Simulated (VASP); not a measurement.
Input of a VASP 6.6.1 run:

The input INCAR:

```
SYSTEM = HgTe
PREC = Accurate
ENCUT = 520
EDIFF = 1E-8
ISMEAR = -1
SIGMA = 0.05
LREAL = .FALSE.
LASPH = .TRUE.
NELM = 80
ALGO = Normal
ISIF = 2
LWAVE = .FALSE.
LCHARG = .TRUE.
GGA = PS
NBANDS = 16
IBRION = 8
NSW = 1
```

File KPOINTS:

```
Automatic mesh
0
G
  5 5 5
  0 0 0
```

Contents of POSCAR:

```
HgTe
1.0
    0.0000000000      3.1800000000      3.1800000000
    3.1800000000      0.0000000000      3.1800000000
    3.1800000000      3.1800000000      0.0000000000
Hg Te
1 1
Direct
    0.0000000000      0.0000000000      0.0000000000
    0.5000000000      0.5000000000      0.5000000000
```

Potentials or basis: VASP PAW PBE potentials, release 64 (Hg, Te).

Command:

```console
$ cat potpaw_PBE.64/Hg/POTCAR potpaw_PBE.64/Te/POTCAR > POTCAR
$ mpirun -np 1 vasp_std > vasp.out
```

Question: What does it give for the highest phonon frequency at Γ, LO-TO splitting left out?

Answer: 36 cm⁻¹.

Phonon frequencies in cm⁻¹ (negative: imaginary):
```csv
q point,frequencies
"(0.000, 0.000, 0.000)",0 0 0 36 36 36
```

Caveat: the cell wasn't relaxed at this level first, which shifts response properties.
